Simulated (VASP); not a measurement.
# H2Se (P4_2/mnm) in VASP: a series of runs, part 2 of 2

VASP 6.6.1. The steps go on from the part before.

## Step 4: Relaxation of cell and atoms, PBE

This run uses another cell than the first one, of 17.15 Å³/atom.

INCAR

```
SYSTEM = H2Se
PREC = Accurate
ENCUT = 600
EDIFF = 1E-7
ISMEAR = 0
SIGMA = 0.1
LREAL = .False.
LASPH = .True.
NELM = 100
ALGO = Normal
ISIF = 3
LWAVE = .False.
LCHARG = .False.
GGA = PE
IBRION = 2
NSW = 100
EDIFFG = -0.01
```

KPOINTS

```
Automatic mesh
0
Gamma
  6 6 12
  0 0 0
```

POSCAR

```
H2Se
1.0
    5.9390672007      0.0000000000      0.0000000000
    0.0000000000      5.9390672007      0.0000000000
    0.0000000000      0.0000000000      2.9177143498
H Se
4 2
Direct
    0.3821648004      0.3821648004      0.0000000000
    0.1178351996      0.8821648004      0.5000000000
    0.6178351996      0.6178351996      0.0000000000
    0.8821648004      0.1178351996      0.5000000000
    0.0000000000      0.0000000000      0.0000000000
    0.5000000000      0.5000000000      0.5000000000
```

Potentials or basis: VASP PAW PBE potentials, release 64 (H, Se).

The run is started by

```
$ cat potpaw_PBE.64/H/POTCAR potpaw_PBE.64/Se/POTCAR > POTCAR
$ mpirun -np 1 vasp_std > vasp.out
```

OUTCAR:

```text
SYSTEM = H2Se
   PREC = Accurate
   ENCUT = 600
   EDIFF = 1E-7
   ISMEAR = 0
   LREAL = .False.
   LASPH = .True.
   NELM = 100
   ISIF = 3
   GGA = PE
   IBRION = 2
   NSW = 100
   EDIFFG = -0.01

 ion  position               nearest neighbor table
   1  0.382  0.382  0.000-   6 1.76   6 1.76
   2  0.118  0.882  0.500-   5 1.76   5 1.76
   3  0.618  0.618  0.000-   6 1.76   6 1.76
   4  0.882  0.118  0.500-   5 1.76   5 1.76
   5  0.000  0.000  0.000-   2 1.76   4 1.76   2 1.76   4 1.76
   6  0.500  0.500  0.500-   1 1.76   3 1.76   1 1.76   3 1.76

  LATTYP: Found a simple tetragonal cell.
 ALAT       =     5.9390672007
 C/A-ratio  =     0.4912748503

  Lattice vectors:

 A1 = (   5.9390672007,   0.0000000000,   0.0000000000)
 A2 = (   0.0000000000,   5.9390672007,   0.0000000000)
 A3 = (   0.0000000000,   0.0000000000,   2.9177143498)

Analysis of symmetry for initial positions (statically):
=====================================================================
 Subroutine PRICEL returns:
 Original cell was already a primitive cell.

 Routine SETGRP: Setting up the symmetry group for a
 simple tetragonal supercell.

 Subroutine GETGRP returns: Found 16 space group operations
 (whereof  8 operations were pure point group operations)
 out of a pool of 16 trial point group operations.

The static configuration has the point symmetry D_2h.
 The point group associated with its full space group is D_4h.

Analysis of symmetry for dynamics (positions and initial velocities):
=====================================================================
 Subroutine PRICEL returns:
 Original cell was already a primitive cell.

 Routine SETGRP: Setting up the symmetry group for a
 simple tetragonal supercell.

 Subroutine GETGRP returns: Found 16 space group operations
 (whereof  8 operations were pure point group operations)
 out of a pool of 16 trial point group operations.

The dynamic configuration has the point symmetry D_2h.
 The point group associated with its full space group is D_4h.

 Subroutine INISYM returns: Found 16 space group operations
 (whereof  8 operations are pure point group operations),
 and found     1 'primitive' translations

----------------------------------------------------------------------------------------

                                     Primitive cell

  volume of cell :     102.9151

  direct lattice vectors                    reciprocal lattice vectors
     5.939067201  0.000000000  0.000000000     0.168376610  0.000000000  0.000000000
     0.000000000  5.939067201  0.000000000     0.000000000  0.168376610  0.000000000
     0.000000000  0.000000000  2.917714350     0.000000000  0.000000000  0.342734031

  length of vectors
     5.939067201  5.939067201  2.917714350     0.168376610  0.168376610  0.342734031

  position of ions in fractional coordinates (direct lattice)
     0.382164800  0.382164800  0.000000000
     0.117835200  0.882164800  0.500000000
     0.617835200  0.617835200  0.000000000
     0.882164800  0.117835200  0.500000000
     0.000000000  0.000000000  0.000000000
     0.500000000  0.500000000  0.500000000

  ion indices of the primitive-cell ions
   primitive index   ion index
                 1           1
                 2           2
                 3           3
                 4           4
                 5           5
                 6           6

----------------------------------------------------------------------------------------
[... 76 lines left out ...]
   ISIF   =      3    stress and relaxation
   ISYM   =      2    0-nonsym 1-usesym 2-fastsym
   POTIM  = 0.5000    time-step for ionic-motion
   TEBEG  =    0.0;   TEEND  =   0.0 temperature during run
   PSTRESS=    0.0 pullay stress
   NELECT =      16.0000    total number of electrons
   NUPDOWN=      -1.0000    fix difference up-down
   EMIN   =  10.00;   EMAX   =-10.00  energy-range for DOS
   EFERMI =   0.00;   METHOD = LEGACY
   ISMEAR =     0;   SIGMA  =   0.10  broadening in eV -4-tet -1-fermi 0-gaus
   EFERMI_NEDOS =   21; number of points for ismear=-14 and -15
   IALGO  =     38    algorithm
   IMIX   =      4    mixing-type and parameters
     AMIX     =   0.40;   BMIX     =  1.00
     AMIX_MAG =   1.60;   BMIX_MAG =  1.00
  volume/ion in A,a.u.               =      17.15       115.75
  Fermi-wavevector in a.u.,A,eV,Ry     =   0.880282  1.663491 10.543102  0.774896
  Thomas-Fermi vector in A             =   2.000621
   LORBIT       =      0    0 simple, 1 ext, 2 COOP (PROOUT), +10 PAW based schemes
   GGA     = PE    functional components
   LHFCALC =     F    Hartree Fock is set to
   AEXX    =    0.0000 exact exchange contribution
   IVDW    =     0    specifies the selected vdW correction
   LEPSILON=     F    determine dielectric tensor
   LRPA    =     F    only Hartree local field effects (RPA)
 conjugate gradient relaxation of ions
 non-spin polarized calculation
 Gauss-broadening in eV      SIGMA  =   0.10
  energy-cutoff  :      600.00
  volume of cell :      102.92
 maximum number of plane-waves:      3468
 NGX is ok and might be reduce to    48
   NGX = 23   NGY = 23   NGZ = 11

--------------------------------------- Ionic step        1  -------------------------------------------

 number of electron      16.0000000 magnetization

 Free energy of the ion-electron system (eV)
  ---------------------------------------------------
  ext. energy  EPLUGINS =         0.00000000
  ---------------------------------------------------
  free energy    TOTEN  =       -17.20066716 eV

  energy without entropy =      -17.18731467  energy(sigma->0) =      -17.19399092

------------------------ aborting loop because EDIFF is reached ----------------------------------------

  FORCE on cell =-STRESS in cart. coord.  units (eV):
  Direction    XX          YY          ZZ          XY          YZ          ZX
  --------------------------------------------------------------------------------------
  -------------------------------------------------------------------------------------
  Total       -0.3233534     -0.3233534      5.0879726      0.0000000      0.0000000      0.0000000
  in kB       -5.0339489     -5.0339489     79.2092858      0.0000000      0.0000000      0.0000000
  external PRESSURE =      23.0471294 kB  Pullay stress =       0.0000000 kB
[... 101 lines left out ...]
  FREE ENERGIE OF THE ION-ELECTRON SYSTEM (eV)
  ---------------------------------------------------
  free  energy   TOTEN  =       -17.2815346853 eV

  energy  without entropy=      -17.2715582141  energy(sigma->0) =      -17.27654645

 E-fermi :  -0.0456     XC(G=0):  -7.4617

 val. band max:       -0.0639210928   @ k =   0.3333   0.1667   0.4167
 cond. band min:      -0.0425096735   @ k =   0.3333   0.1667   0.5000
 fundamental gap:      0.0214114192
 Fermi energy:        -0.0455744730

 k-point     1 :       0.0000    0.0000    0.0000
  band No.  band energies     occupation
      1     -14.6016      2.00000
      2     -14.1861      2.00000
      3      -5.7085      2.00000
      4      -5.7085      2.00000
      5      -1.8796      2.00000
      6      -1.8796      2.00000
      7       1.0955      0.00000
      8       1.1317      0.00000
      9       1.3493      0.00000
     10       1.8881      0.00000
     11       4.2180      0.00000
     12       4.4443      0.00000
[... 333 lines left out ...]
      1     -13.9819      2.00000
      2     -13.9819      2.00000
      3      -5.1827      2.00000
      4      -5.1827      2.00000
      5      -2.9387      2.00000
      6      -2.9387      2.00000
      7      -1.8259      2.00000
      8      -1.8259      2.00000
      9       5.1028      0.00000
     10       5.1028      0.00000
     11       5.2452      0.00000
     12       5.2452      0.00000

 [... further k-points ...]

[... ionic steps 4 to 19 ...]

--------------------------------------- Ionic step       20  -------------------------------------------

 number of electron      16.0000002 magnetization

------------------------ aborting loop because EDIFF is reached ----------------------------------------
[... 75 lines left out ...]
--------------------------------------- Ionic step       22  -------------------------------------------

 number of electron      16.0000001 magnetization

 Free energy of the ion-electron system (eV)
  ---------------------------------------------------
  ext. energy  EPLUGINS =         0.00000000
  ---------------------------------------------------
  free energy    TOTEN  =       -17.32322235 eV

  energy without entropy =      -17.31693895  energy(sigma->0) =      -17.32008065

 E-fermi :   0.7157     XC(G=0):  -8.0582

 val. band max:        0.6054403558   @ k =   0.3333   0.1667   0.4167
 cond. band min:       0.7479230816   @ k =   0.3333   0.0000   0.4167
 fundamental gap:      0.1424827258
 Fermi energy:         0.7156700811

 k-point     1 :       0.0000    0.0000    0.0000
  band No.  band energies     occupation
      1     -13.9662      2.00000
      2     -13.2389      2.00000
      3      -5.0520      2.00000
      4      -5.0520      2.00000
      5      -0.9695      2.00000
      6      -0.9695      2.00000
      7       1.4469      0.00000
      8       1.6347      0.00000
      9       2.0860      0.00000
     10       2.6463      0.00000
     11       4.6812      0.00000
     12       5.6389      0.00000
[... 378 lines left out ...]
  FREE ENERGIE OF THE ION-ELECTRON SYSTEM (eV)
  ---------------------------------------------------
  free  energy   TOTEN  =       -17.3232223546 eV

  energy  without entropy=      -17.3169389533  energy(sigma->0) =      -17.32008065

 reached required accuracy - stopping structural energy minimisation
```

Wall time 12 min (1 thread of AMD EPYC 9R45 (Zen 5), shared host); peak memory 0.28 GiB.

Results:

```yaml
Free_energy: -17.3232 eV
Relaxed_volume: 13.99 Å³/atom
Relaxed_cell: a = 5.272 Å, b = 5.272 Å, c = 3.021 Å, α = 90.00°, β = 90.00°, γ = 90.00°
Space_group_after_relaxing_to_0.1_Å: P4_2/mnm (No. 136)
Energy_gained_by_relaxing: 20.4 meV/atom
Ionic_steps: 22
Pressure_after_relaxing: 0.1 GPa
Largest_force_after_relaxing: 0.004 eV/Å
Band_gap_on_the_k_mesh: zero (bands 8 and 9 overlap by 1.90 eV)
```

Forces on the atoms (eV/Å):
```
H   -0.003 -0.003  0.000
H    0.003 -0.003  0.000
H    0.003  0.003  0.000
H   -0.003  0.003  0.000
Se   0.000  0.000  0.000
Se   0.000  0.000  0.000
```

Step by step:
| step | energy change (eV) | largest force (eV/Å) | pressure (GPa) | volume (Å³) |
| --- | --- | --- | --- | --- |
| 1 | 0.0000 | 0.0416 | 2.30 | 102.92 |
| 2 | -0.0748 | 0.1592 | -1.34 | 106.57 |
| 3 | -0.0809 | 0.1407 | -0.62 | 105.77 |
| 4 | -0.0876 | 0.0709 | -0.45 | 104.95 |
| 5 | -0.0915 | 0.0398 | -0.17 | 103.68 |
| 6 | -0.0922 | 0.0423 | -0.09 | 103.26 |
| 7 | -0.0932 | 0.0479 | 0.09 | 102.38 |
| 8 | -0.0934 | 0.0599 | 0.46 | 100.64 |
| 9 | -0.0936 | 0.0548 | 0.31 | 101.36 |
| 10 | -0.0938 | 0.0544 | 0.30 | 101.29 |
| 11 | -0.0942 | 0.0528 | 0.30 | 101.08 |
| 12 | -0.0952 | 0.0499 | 0.29 | 100.66 |
| 13 | -0.0970 | 0.0444 | 0.28 | 99.83 |
| 14 | -0.1006 | 0.0346 | 0.26 | 98.17 |
| 15 | -0.1072 | 0.0208 | 0.24 | 94.89 |
| 16 | -0.1179 | 0.0132 | 0.35 | 88.49 |
| 17 | -0.0966 | 0.0684 | 1.79 | 76.37 |
| 18 | -0.1194 | 0.0469 | 0.61 | 86.14 |
| 19 | -0.1196 | 0.0493 | 0.79 | 83.67 |
| 20 | -0.1185 | 0.0209 | -0.69 | 83.96 |
| 21 | -0.1224 | 0.0158 | 0.10 | 83.80 |
| 22 | -0.1226 | 0.0036 | 0.06 | 83.96 |

Final structure:
```yaml
crystal:
  lattice:
    - [5.27186, 0.00000, 0.00000]
    - [0.00000, 5.27186, 0.00000]
    - [0.00000, 0.00000, 3.02083]
  atoms:
    - { symbol: H, position: [0.36683, 0.36683, 0.00000] }
    - { symbol: H, position: [0.13317, 0.86683, 0.50000] }
    - { symbol: H, position: [0.63317, 0.63317, 0.00000] }
    - { symbol: H, position: [0.86683, 0.13317, 0.50000] }
    - { symbol: Se, position: [0.00000, 0.00000, 0.00000] }
    - { symbol: Se, position: [0.50000, 0.50000, 0.50000] }
```

Caveat: the volume moved by over 15 % at a fixed basis, so the end points are rough.

## Step 5: Summary

| task | cell | k mesh | cutoff (eV) | gap on the mesh (eV) | pressure (GPa) | relaxed volume (Å³/atom) | largest force (eV/Å) |
| --- | --- | --- | --- | --- | --- | --- | --- |
| single point | a = 5.299, b = 5.299, c = 3.020 Å, 6 atoms, atomic positions A | 6 × 6 × 12 | 520 | none | 0.0 | - | 0.01 |
| relaxation of cell and atoms | relaxed from a = 5.595, b = 5.595, c = 3.604 Å, 6 atoms, atomic positions B | 4 × 4 × 6 | 600 | none | 0.1 | 16.22 | 0.02 |
| relaxation of cell and atoms | relaxed from a = 5.939, b = 5.939, c = 2.918 Å, 6 atoms, atomic positions C | 6 × 6 × 12 | 600 | none | 0.1 | 13.99 | - |

Alike in all rows: level PBE; potentials or basis VASP PAW PBE potentials, release 64 (H, Se); no spin polarisation; smearing gaussian 0.1 eV.

Caveats: a cell axis changed by over 15 % at a fixed basis, so the end point is rough (at least some runs); the volume moved by over 15 % at a fixed basis, so the end points are rough (at least some runs).

Total energies depend on the potentials used, so only differences within one code and one set of settings carry meaning.
